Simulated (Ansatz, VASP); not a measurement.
# Si7Ge: VASP beside Ansatz

```
CELL_PARAMETERS angstrom
5.58415 0.00000 0.00000
0.00000 5.58415 0.00000
0.00000 0.00000 6.05155
ATOMIC_POSITIONS crystal
Si 0.25260 0.25260 0.25260
Si 0.00000 0.50000 0.50000
Si 0.50000 0.50000 0.00000
Si 0.50000 0.00000 0.50000
Si 0.74740 0.25260 0.74740
Si 0.74740 0.74740 0.25260
Si 0.25260 0.74740 0.74740
Ge 0.00000 0.00000 0.00000
```

Alike in both runs: task single point; functional PBEsol; k mesh 8 × 8 × 8; occupations gaussian, width 0.03 eV; no spin polarisation.

|  | VASP | Ansatz |
| --- | --- | --- |
| version | VASP 6.6.1 | Ansatz 0.2.0 |
| potentials or method | VASP PAW PBE potentials, release 64 (Si, Ge_d), cutoff 520 eV | scalar-relativistic, plane waves, PAW |
| valence electrons in the cell | 42 | 42 |

|  | VASP | Ansatz | Ansatz less VASP |
| --- | --- | --- | --- |
| gap on the k mesh at the Fermi level (eV) | 0.18 | 0.18 | 0.000 |
| least direct gap on the mesh (eV) | 0.24 | 0.24 | +0.004 |
| pressure (GPa) | -9.7 | -9.7 | -0.06 |
| traceless stress, the component that is largest in VASP (GPa) | -5.12 | -5.12 | -0.001 |
| rms of the force components (eV/Å) | 0.008 | 0.010 | +0.0024 |

VASP's potentials were made for PBE, not for PBEsol, and Ansatz warns of the same on its side. Atom by atom the forces differ by 0.002 eV/Å (rms over components). The functional is the same, so the differences come from potentials, cutoffs and numerics.
